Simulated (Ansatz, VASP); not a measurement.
Hf: VASP beside Ansatz

```
Hf
1.0
     0.00000    2.32232    2.32232
     2.32232    0.00000    2.32232
     2.32232    2.32232    0.00000
Hf
1
Cartesian
  0.0000 0.0000 0.0000
```

Alike in both runs: task single point; functional PBEsol; k mesh 16 × 16 × 16; occupations gaussian, width 0.1 eV; no spin polarisation.

|  | VASP | Ansatz |
| --- | --- | --- |
| version | VASP 6.6.1 | Ansatz 0.2.0 |
| potentials or method | VASP PAW PBE potentials, release 64 (Hf_pv), cutoff 520 eV | scalar-relativistic, plane waves, PAW |
| valence electrons in the cell | 10 | 26 |

```csv
,VASP,Ansatz,Ansatz less VASP
gap on the k mesh at the Fermi level (eV),none,none,-
pressure (GPa),-12.9,-12.5,+0.38
```

VASP's potentials were made for PBE, not for PBEsol. A gap of «none» marks a metal or a gap that the smearing closes. VASP's potentials hold 10 valence electrons a cell and Ansatz's 26, so a difference there can come from the potentials and not from the codes.

Neither program's run includes spin-orbit coupling.
